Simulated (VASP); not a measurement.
# Mg (I4/mmm) in VASP: notebook

Runs on Mg. Level: LDA. Tasks: single point, relaxation of cell and atoms.

Everything below comes from runs of VASP 6.6.1. Logs are shortened: lines on timing, memory, paths and dates and some standing lists are left out, and cuts for length are marked.

### Step 1. The cell of the first run

It takes space group I4/mmm (No. 139, tetragonal). The conventional cell has a = 3.564 Å, b = 3.564 Å, c = 3.408 Å, α = 90.00°, β = 90.00°, γ = 90.00°. Within 4.0 Å of Mg (site symmetry 4/mmm) lie 14 Mg at 3.04 to 3.56 Å.

### Step 2. Single point, LDA

INCAR

```
SYSTEM = Mg
  PREC = Accurate
  ENCUT = 520
  EDIFF = 1E-6
  ISMEAR = -1
  SIGMA = 0.15
  LREAL = .False.
  LASPH = .True.
  NELM = 100
  ALGO = Fast
  ISIF = 2
  LWAVE = .False.
  LCHARG = .False.
  NBANDS = 7
```

KPOINTS

```
Automatic mesh
0
Gamma
  16 16 16
  0 0 0
```

POSCAR

```
Mg
1.0
   -1.7820420158      1.7820420158      1.7039518613
    1.7820420158     -1.7820420158      1.7039518613
    1.7820420158      1.7820420158     -1.7039518613
Mg
1
Direct
    0.0000000000      0.0000000000      0.0000000000
```

Potentials or basis: VASP PAW LDA potentials, release 64 (Mg).

The run is started by

```
> cat potpaw_LDA.64/Mg/POTCAR > POTCAR
> mpirun -np 1 vasp_std > vasp.out
```

OUTCAR:

```text
SYSTEM = Mg
   PREC = Accurate
   ENCUT = 520
   EDIFF = 1E-6
   ISMEAR = -1
   LREAL = .False.
   LASPH = .True.
   NELM = 100
   ISIF = 2

 ion  position               nearest neighbor table
   1  0.000  0.000  0.000-

  LATTYP: Found a body centered tetragonal cell.
 ALAT       =     3.5640840316
 C/A-ratio  =     0.9561793977

  Lattice vectors:

 A1 = (  -1.7820420158,   1.7820420158,   1.7039518613)
 A2 = (   1.7820420158,  -1.7820420158,   1.7039518613)
 A3 = (   1.7820420158,   1.7820420158,  -1.7039518613)

Analysis of symmetry for initial positions (statically):
=====================================================================
 Subroutine PRICEL returns:
 Original cell was already a primitive cell.

 Routine SETGRP: Setting up the symmetry group for a
 body centered tetragonal supercell.

 Subroutine GETGRP returns: Found 16 space group operations
 (whereof 16 operations were pure point group operations)
 out of a pool of 16 trial point group operations.

The static configuration has the point symmetry D_4h.

Analysis of symmetry for dynamics (positions and initial velocities):
=====================================================================
 Subroutine PRICEL returns:
 Original cell was already a primitive cell.

 Routine SETGRP: Setting up the symmetry group for a
 body centered tetragonal supercell.

 Subroutine GETGRP returns: Found 16 space group operations
 (whereof 16 operations were pure point group operations)
 out of a pool of 16 trial point group operations.

The dynamic configuration has the point symmetry D_4h.

 Subroutine INISYM returns: Found 16 space group operations
 (whereof 16 operations are pure point group operations),
 and found     1 'primitive' translations

----------------------------------------------------------------------------------------

                                     Primitive cell

  volume of cell :      21.6448

  direct lattice vectors                    reciprocal lattice vectors
    -1.782042016  1.782042016  1.703951861     0.000000000  0.280576999  0.293435520
     1.782042016 -1.782042016  1.703951861     0.280576999  0.000000000  0.293435520
     1.782042016  1.782042016 -1.703951861     0.280576999  0.280576999  0.000000000

  length of vectors
     3.042170186  3.042170186  3.042170186     0.405989971  0.405989971  0.396795797

  position of ions in fractional coordinates (direct lattice)
     0.000000000  0.000000000  0.000000000

  ion indices of the primitive-cell ions
   primitive index   ion index
                 1           1

----------------------------------------------------------------------------------------

 KPOINTS: Automatic mesh

Automatic generation of k-mesh.
 Grid dimensions read from file:
 generate k-points for:   16   16   16

 Generating k-lattice:

  Cartesian coordinates                     Fractional coordinates (reciprocal lattice)
     0.000000000  0.017536062  0.018339720     0.062500000  0.000000000  0.000000000
     0.017536062  0.000000000  0.018339720     0.000000000  0.062500000  0.000000000
     0.017536062  0.017536062  0.000000000     0.000000000  0.000000000  0.062500000

  Length of vectors
     0.025374373  0.025374373  0.024799737

  Shift w.r.t. Gamma in fractional coordinates (k-lattice)
     0.000000000  0.000000000  0.000000000

 Subroutine IBZKPT returns following result:
 ===========================================

 Found    349 irreducible k-points:

 Following reciprocal coordinates:
            Coordinates               Weight
  0.000000  0.000000  0.000000      1.000000
  0.062500  0.000000 -0.000000      8.000000
  0.125000  0.000000 -0.000000      8.000000
  0.187500  0.000000  0.000000      8.000000
  0.250000  0.000000 -0.000000      8.000000
  0.312500  0.000000 -0.000000      8.000000
[... 16 lines left out ...]
 -0.125000  0.062500  0.000000     16.000000
 -0.062500  0.062500  0.000000      4.000000
 [... further k-points ...]
   k-points           NKPTS =    349   k-points in BZ     NKDIM =    349   number of bands    NBANDS=      7
   number of dos      NEDOS =    301   number of ions     NIONS =      1
   total plane-waves  NPLWV =  13824
   dimension x,y,z NGX =    24 NGY =   24 NGZ =   24
   dimension x,y,z NGXF=    48 NGYF=   48 NGZF=   48
   ions per type =               1
   NGX,Y,Z   is equivalent  to a cutoff of  13.12, 13.12, 13.12 a.u.
   NGXF,Y,Z  is equivalent  to a cutoff of  26.23, 26.23, 26.23 a.u.
 SYSTEM =  Mg
   PREC   = accura    normal or accurate (medium, high low for compatibility)
   ISTART =      0    job   : 0-new  1-cont  2-samecut
   ICHARG =      2    charge: 1-file 2-atom 10-const
   ISPIN  =      1    spin polarized calculation?
   LNONCOLLINEAR =      F non collinear calculations
   LSORBIT =      F    spin-orbit coupling
   LASPH  =      T    aspherical Exc in radial PAW
   ENCUT  =  520.0 eV  38.22 Ry    6.18 a.u.   5.66  5.66  5.66*2*pi/ulx,y,z
   NELM   =    100;   NELMIN=  2; NELMDL= -5     # of ELM steps
   EDIFF  = 0.1E-05   stopping-criterion for ELM
   LREAL  =      F    real-space projection
   EDIFFG = 0.1E-04   stopping-criterion for IOM
   NSW    =      0    number of steps for IOM
   IBRION =     -1    ionic relax: 0-MD 1-quasi-New 2-CG
   NFREE  =      0    steps in history (QN), initial steepest desc. (CG)
   ISIF   =      2    stress and relaxation
   ISYM   =      2    0-nonsym 1-usesym 2-fastsym
   POTIM  = 0.5000    time-step for ionic-motion
   TEBEG  =    0.0;   TEEND  =   0.0 temperature during run
   PSTRESS=    0.0 pullay stress
   NELECT =       2.0000    total number of electrons
   NUPDOWN=      -1.0000    fix difference up-down
   EMIN   =  10.00;   EMAX   =-10.00  energy-range for DOS
   EFERMI =   0.00;   METHOD = LEGACY
   ISMEAR =    -1;   SIGMA  =   0.15  broadening in eV -4-tet -1-fermi 0-gaus
   EFERMI_NEDOS =   21; number of points for ismear=-14 and -15
   IALGO  =     68    algorithm
   IMIX   =      4    mixing-type and parameters
     AMIX     =   0.40;   BMIX     =  1.00
     AMIX_MAG =   1.60;   BMIX_MAG =  1.00
  volume/ion in A,a.u.               =      21.64       146.07
  Fermi-wavevector in a.u.,A,eV,Ry     =   0.740117  1.398618  7.452908  0.547773
  Thomas-Fermi vector in A             =   1.834443
   LORBIT       =      0    0 simple, 1 ext, 2 COOP (PROOUT), +10 PAW based schemes
   GGA     = CA    functional components
   LHFCALC =     F    Hartree Fock is set to
   AEXX    =    0.0000 exact exchange contribution
   IVDW    =     0    specifies the selected vdW correction
   LEPSILON=     F    determine dielectric tensor
   LRPA    =     F    only Hartree local field effects (RPA)
 non-spin polarized calculation
 RMM-DIIS sequential band-by-band and
  energy-cutoff  :      520.00
  volume of cell :       21.64
 maximum number of plane-waves:       598
   NGX = 11   NGY = 11   NGZ = 11

 number of electron       2.0000000 magnetization

 Free energy of the ion-electron system (eV)
  ---------------------------------------------------
  ext. energy  EPLUGINS =         0.00000000
  ---------------------------------------------------
  free energy    TOTEN  =        -1.79652787 eV

  energy without entropy =       -1.76550792  energy(sigma->0) =       -1.78101790

 E-fermi :   2.8177     XC(G=0):  -8.8748

 val. band max:        2.7982972484   @ k =  -0.3750  -0.4375   0.1875
 cond. band min:       2.8212010942   @ k =  -0.1250   0.5000   0.0625
 fundamental gap:      0.0229038458
 Fermi energy:         2.8176740269

 k-point     1 :       0.0000    0.0000    0.0000
  band No.  band energies     occupation
      1      -4.3913      2.00000
      2      15.5238      0.00000
      3      16.4523      0.00000
      4      16.4523      0.00000
      5      17.7565      0.00000
      6      18.0729      0.00000
      7      18.0729      0.00000

 k-point     2 :       0.0625    0.0000   -0.0000
  band No.  band energies     occupation
      1      -4.2943      2.00000
      2      15.0837      0.00000
      3      15.3443      0.00000
      4      15.9448      0.00000
      5      16.8789      0.00000
      6      17.9228      0.00000
      7      18.5000      0.00000

 k-point     3 :       0.1250    0.0000   -0.0000
  band No.  band energies     occupation
      1      -4.0037      2.00000
      2      13.1800      0.00000
      3      14.2703      0.00000
      4      15.0321      0.00000
      5      15.9345      0.00000
      6      17.1824      0.00000
      7      18.9130      0.00000

 k-point     4 :       0.1875    0.0000    0.0000
  band No.  band energies     occupation
      1      -3.5216      2.00000
      2      10.9414      0.00000
      3      13.4588      0.00000
      4      14.1645      0.00000
      5      15.0798      0.00000
      6      16.5104      0.00000
      7      19.3871      0.00000

 k-point     5 :       0.2500    0.0000   -0.0000
  band No.  band energies     occupation
      1      -2.8509      2.00000
      2       8.7993      0.00000
      3      12.7422      0.00000
      4      13.4468      0.00000
      5      14.3633      0.00000
      6      15.8835      0.00000
      7      19.9292      0.00000
[... 161 lines left out ...]
 k-point    22 :      -0.1875    0.0625   -0.0000
  band No.  band energies     occupation
      1      -3.7271      2.00000
      2      12.0670      0.00000
      3      12.7198      0.00000
      4      14.6585      0.00000
      5      15.8063      0.00000
      6      17.6157      0.00000
      7      18.8101      0.00000

 k-point    23 :      -0.1250    0.0625    0.0000
  band No.  band energies     occupation
      1      -4.1092      2.00000
      2      13.4844      0.00000
      3      14.4223      0.00000
      4      15.5287      0.00000
      5      16.5349      0.00000
      6      17.6840      0.00000
      7      18.7691      0.00000

 k-point    24 :      -0.0625    0.0625    0.0000
  band No.  band energies     occupation
      1      -4.2986      2.00000
      2      14.4690      0.00000
      3      16.0276      0.00000
      4      16.0493      0.00000
      5      17.0414      0.00000
      6      17.7601      0.00000
      7      18.3842      0.00000

 [... further k-points ...]

------------------------ aborting loop because EDIFF is reached ----------------------------------------

  FORCE on cell =-STRESS in cart. coord.  units (eV):
  Direction    XX          YY          ZZ          XY          YZ          ZX
  --------------------------------------------------------------------------------------
  -------------------------------------------------------------------------------------
  Total       -0.0447058     -0.0447058     -0.0444698      0.0000000      0.0000000      0.0000000
  in kB       -3.3091893     -3.3091893     -3.2917211      0.0000000      0.0000000      0.0000000
  external PRESSURE =      -3.3033666 kB  Pullay stress =       0.0000000 kB

 VOLUME and BASIS-vectors are now :
 -----------------------------------------------------------------------------
  energy-cutoff  :      520.00
  volume of cell :       21.64
      direct lattice vectors                 reciprocal lattice vectors
    -1.782042016  1.782042016  1.703951861     0.000000000  0.280576999  0.293435520
     1.782042016 -1.782042016  1.703951861     0.280576999  0.000000000  0.293435520
     1.782042016  1.782042016 -1.703951861     0.280576999  0.280576999  0.000000000

 POSITION                                       TOTAL-FORCE (eV/Angst)
 -----------------------------------------------------------------------------------
      0.00000      0.00000      0.00000         0.000000      0.000000     -0.000000
 -----------------------------------------------------------------------------------
    total drift:                                0.000000      0.000000      0.000000

  FREE ENERGIE OF THE ION-ELECTRON SYSTEM (eV)
  ---------------------------------------------------
  free  energy   TOTEN  =        -1.7965278721 eV

  energy  without entropy=       -1.7655079249  energy(sigma->0) =       -1.78101790
```

Run time: 14 s. Hardware: 1 thread of Intel Xeon Platinum 8488C (Sapphire Rapids), shared host; peak memory 0.17 GiB.

What came out:

```yaml
Free_energy: -1.7965 eV
Pressure: -0.3 GPa
Band_gap_on_the_k_mesh: zero (bands 1 and 2 overlap by 4.79 eV)
```

[end of part 1 of 2]
